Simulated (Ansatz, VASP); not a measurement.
**Au in VASP and in Ansatz**

```
Au
1.0
     0.00000    2.07895    2.07895
     2.07895    0.00000    2.07895
     2.07895    2.07895    0.00000
Au
1
Direct
  0.00000 0.00000 0.00000
```

Alike in both runs: functional PBE; k mesh 18 × 18 × 18; occupations gaussian, width 0.1 eV; no spin polarisation.

Ansatz relaxed the structure, and its values are those at the end. VASP's run is a single point on that final structure, the one shown.

|  | VASP | Ansatz |
| --- | --- | --- |
| version | VASP 6.6.1 | Ansatz 0.2.0 |
| potentials or method | VASP PAW PBE potentials, release 64 (Au), cutoff 520 eV | scalar-relativistic, plane waves, PAW |
| valence electrons in the cell | 11 | 19 |

Ansatz gave:

```
gap on the k mesh at the Fermi level (eV) : none
pressure (GPa)                            : 0.0
```

Q: Estimate VASP's values.

A: gap on the k mesh at the Fermi level (eV): none; pressure (GPa): -0.2.

A gap of «none» marks a metal or a gap that the smearing closes. With one functional, cell and mesh, what is left measures potentials, basis and numerics. VASP's potentials hold 11 valence electrons a cell and Ansatz's 19, so a difference there can come from the potentials and not from the codes.

Spin-orbit coupling is off throughout.
